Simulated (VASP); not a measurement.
# Mo (Im-3m) in VASP: a series of runs, part 2 of 2

VASP 6.6.1.

## Step 5: Single point, LDA

The input, INCAR:

```
  PREC = Accurate
  ENCUT = 520
  EDIFF = 1E-7
  ISMEAR = 1
  SIGMA = 0.03
  LREAL = F
  LASPH = T
  NELM = 60
  ALGO = Normal
  ISIF = 2
  LWAVE = F
  LCHARG = T
  LELF = T
  LVHAR = T
  NBANDS = 13
```

The input, KPOINTS:

```
Automatic mesh
0
Gamma
  14 14 14
```

The input, POSCAR:

```
Mo
1.0
   -1.5565618036      1.5565618036      1.5565618036
    1.5565618036     -1.5565618036      1.5565618036
    1.5565618036      1.5565618036     -1.5565618036
Mo
1
Direct
    0.0000000000      0.0000000000      0.0000000000
```

Potentials or basis: VASP PAW LDA potentials, release 64 (Mo_sv).

Command:

```sh
cat potpaw_LDA.64/Mo_sv/POTCAR > POTCAR
mpirun -np 1 vasp_std > vasp.out
```

OUTCAR:

```text
PREC = Accurate
   ENCUT = 520
   EDIFF = 1E-7
   ISMEAR = 1
   LREAL = F
   LASPH = T
   NELM = 60
   ISIF = 2

 ion  position               nearest neighbor table
   1  0.000  0.000  0.000-

  LATTYP: Found a body centered cubic cell.
 ALAT       =     3.1131236072

  Lattice vectors:

 A1 = (  -1.5565618036,   1.5565618036,   1.5565618036)
 A2 = (   1.5565618036,  -1.5565618036,   1.5565618036)
 A3 = (   1.5565618036,   1.5565618036,  -1.5565618036)

Analysis of symmetry for initial positions (statically):
=====================================================================
 Subroutine PRICEL returns:
 Original cell was already a primitive cell.

 Routine SETGRP: Setting up the symmetry group for a
 body centered cubic supercell.

 Subroutine GETGRP returns: Found 48 space group operations
[... 9 lines left out ...]

 Routine SETGRP: Setting up the symmetry group for a
 body centered cubic supercell.

 Subroutine GETGRP returns: Found 48 space group operations
[... 11 lines left out ...]
                                     Primitive cell

  volume of cell :      15.0855

  direct lattice vectors                    reciprocal lattice vectors
    -1.556561804  1.556561804  1.556561804     0.000000000  0.321220782  0.321220782
     1.556561804 -1.556561804  1.556561804     0.321220782  0.000000000  0.321220782
     1.556561804  1.556561804 -1.556561804     0.321220782  0.321220782  0.000000000

  length of vectors
     2.696044129  2.696044129  2.696044129     0.454274787  0.454274787  0.454274787

  position of ions in fractional coordinates (direct lattice)
     0.000000000  0.000000000  0.000000000

  ion indices of the primitive-cell ions
   primitive index   ion index
                 1           1

----------------------------------------------------------------------------------------

 KPOINTS: Automatic mesh

Automatic generation of k-mesh.
 Grid dimensions read from file:
[... 83 lines left out ...]
   IMIX   =      4    mixing-type and parameters
     AMIX     =   0.40;   BMIX     =  1.00
     AMIX_MAG =   1.60;   BMIX_MAG =  1.00
  volume/ion in A,a.u.               =      15.09       101.80
  Fermi-wavevector in a.u.,A,eV,Ry     =   1.596851  3.017611 34.693959  2.549934
  Thomas-Fermi vector in A             =   2.694549
   LORBIT       =      0    0 simple, 1 ext, 2 COOP (PROOUT), +10 PAW based schemes
   GGA     = CA    functional components
   LHFCALC =     F    Hartree Fock is set to
   AEXX    =    0.0000 exact exchange contribution
   IVDW    =     0    specifies the selected vdW correction
   LEPSILON=     F    determine dielectric tensor
   LRPA    =     F    only Hartree local field effects (RPA)
 non-spin polarized calculation
 Methfessel and Paxton  Order N= 1 SIGMA  =   0.03
  energy-cutoff  :      520.00
  volume of cell :       15.09
 maximum number of plane-waves:       420
   NGX =  9   NGY =  9   NGZ =  9

 number of electron      13.9999996 magnetization

 Free energy of the ion-electron system (eV)
  ---------------------------------------------------
  ext. energy  EPLUGINS =         0.00000000
  ---------------------------------------------------
  free energy    TOTEN  =       -12.11281932 eV

  energy without entropy =      -12.11279566  energy(sigma->0) =      -12.11281144

 E-fermi :  13.0974     XC(G=0): -13.8056

 val. band max:       13.0899521609   @ k =  -0.1429   0.2143   0.0714
 cond. band min:      13.1059705429   @ k =  -0.3571   0.3571   0.2857
 fundamental gap:      0.0160183820
 Fermi energy:        13.0974066248

 k-point     1 :       0.0000    0.0000    0.0000
  band No.  band energies     occupation
      1     -47.9104      2.00000
      2     -21.2620      2.00000
      3     -21.2620      2.00000
      4     -21.2620      2.00000
      5       5.7116      2.00000
      6      11.5941      2.00000
      7      11.5941      2.00000
      8      11.5941      2.00000
      9      14.7338      0.00000
     10      14.7338      0.00000
     11      27.9268      0.00000
     12      27.9268      0.00000
     13      27.9268      0.00000
[... 354 lines left out ...]
  band No.  band energies     occupation
      1     -47.5602      2.00000
      2     -22.4830      2.00000
      3     -22.2398      2.00000
      4     -21.4609      2.00000
      5       8.9919      2.00000
      6      10.2785      2.00000
      7      11.0869      2.00000
      8      15.0025      0.00000
      9      15.5290      0.00000
     10      22.8684      0.00000
     11      23.5594      0.00000
     12      25.0172      0.00000
     13      30.6851      0.00000

 [... further k-points ...]
[... 5 lines left out ...]
  --------------------------------------------------------------------------------------
  -------------------------------------------------------------------------------------
  Total        0.1288053      0.1288053      0.1288053      0.0000000      0.0000000     -0.0000000
  in kB       13.6799765     13.6799765     13.6799765      0.0000000      0.0000000     -0.0000000
  external PRESSURE =      13.6799765 kB  Pullay stress =       0.0000000 kB

 VOLUME and BASIS-vectors are now :
 -----------------------------------------------------------------------------
  energy-cutoff  :      520.00
  volume of cell :       15.09
      direct lattice vectors                 reciprocal lattice vectors
    -1.556561804  1.556561804  1.556561804     0.000000000  0.321220782  0.321220782
     1.556561804 -1.556561804  1.556561804     0.321220782  0.000000000  0.321220782
     1.556561804  1.556561804 -1.556561804     0.321220782  0.321220782  0.000000000

 POSITION                                       TOTAL-FORCE (eV/Angst)
 -----------------------------------------------------------------------------------
      0.00000      0.00000      0.00000        -0.000000      0.000000      0.000000
 -----------------------------------------------------------------------------------
    total drift:                                0.000000      0.000000      0.000000

  FREE ENERGIE OF THE ION-ELECTRON SYSTEM (eV)
  ---------------------------------------------------
  free  energy   TOTEN  =       -12.1128193243 eV

  energy  without entropy=      -12.1127956564  energy(sigma->0) =      -12.11281144
```

stdout:

```text
POSCAR found type information on POSCAR Mo
 POSCAR found :  1 types and       1 ions
 scaLAPACK will be used
 LDA part: xc-table for (Slater(with rela. corr.)+CA(PZ))
 , standard interpolation
 POSCAR, INCAR and KPOINTS ok, starting setup
 FFT: planning ... GRIDC
 FFT: planning ... GRID_SOFT
 FFT: planning ... GRID
 WAVECAR not read
 entering main loop
```

It took 13 s on 1 thread of Intel Xeon Platinum 8259CL at 2.50GHz (Skylake/Cascade Lake), shared host; peak memory 0.13 GiB.

What came out:

```
Free energy            : -12.1128 eV
Pressure               : 1.4 GPa
Band gap on the k mesh : zero (band 7 reaches 17.25 eV, above the bottom of band 8 at 11.59 eV)
```

Levels at points of the mesh, in eV from the Fermi level:
```csv
k point,band 3,band 4,band 5,band 6,band 7,band 8,band 9,band 10,band 11,band 12
"(0.00, 0.00, 0.00)",-34.36,-34.36,-7.39,-1.50,-1.50,-1.50,1.64,1.64,14.83,14.83
"(0.50, 0.00, 0.00)",-34.86,-34.37,-5.61,-3.64,1.69,1.77,2.34,4.97,11.99,12.14
"(0.50, 0.50, 0.50)",-35.45,-35.45,-5.79,-5.79,4.16,4.16,4.16,9.28,9.28,9.28
```

## Step 6: Single point, LDA

The input, INCAR:

```
  PREC = Accurate
  ENCUT = 520
  EDIFF = 1E-6
  ISMEAR = 1
  SIGMA = 0.1
  LREAL = False
  LASPH = True
  NELM = 80
  ALGO = Normal
  ISIF = 2
  LWAVE = False
  LCHARG = True
  GGA = CA
  LELF = True
  LVHAR = True
  NBANDS = 13
```

KPOINTS is that of step 5.

POSCAR is that of step 5.

Potentials or basis: VASP PAW LDA potentials, release 64 (Mo_sv).

Command:

```sh
cat potpaw_LDA.64/Mo_sv/POTCAR > POTCAR
mpirun -np 1 vasp_std > vasp.out
```

Run time: 14 s. Hardware: 1 thread of Intel Xeon Platinum 8259CL at 2.50GHz (Skylake/Cascade Lake), shared host; peak memory 0.13 GiB.

The run converged. Its results:

```
Free energy            : -12.1129 eV
Pressure               : 1.4 GPa
Band gap on the k mesh : zero (band 7 reaches 17.25 eV, above the bottom of band 8 at 11.59 eV)
```

Levels at points of the mesh, in eV from the Fermi level:
| k point | band 4 | band 5 | band 6 | band 7 | band 8 | band 9 | band 10 | band 11 |
| --- | --- | --- | --- | --- | --- | --- | --- | --- |
| (0.00, 0.00, 0.00) | -34.36 | -7.39 | -1.50 | -1.50 | -1.50 | 1.64 | 1.64 | 14.83 |
| (0.50, 0.00, 0.00) | -34.38 | -5.61 | -3.64 | 1.69 | 1.77 | 2.34 | 4.97 | 11.99 |
| (0.50, 0.50, 0.50) | -35.45 | -5.79 | -5.79 | 4.16 | 4.16 | 4.16 | 9.28 | 9.28 |

## Step 7: The runs side by side

| smearing | gap on the mesh (eV) | pressure (GPa) |
| --- | --- | --- |
| methfessel-paxton 0.6 eV | none | 0.9 |
| methfessel-paxton 1 eV | none | 0.0 |
| methfessel-paxton 0.01 eV | none | 1.3 |
| methfessel-paxton 0.03 eV | none | 1.4 |
| methfessel-paxton 0.1 eV | none | 1.4 |

Alike in all rows: task single point; level LDA; potentials or basis VASP PAW LDA potentials, release 64 (Mo_sv); no spin polarisation; cell as given; k mesh 14 × 14 × 14; cutoff (eV) 520.

Every run on the cell as given and a fine mesh finds a metal.

Total energies depend on the potentials used, so only differences within one code and one set of settings carry meaning.
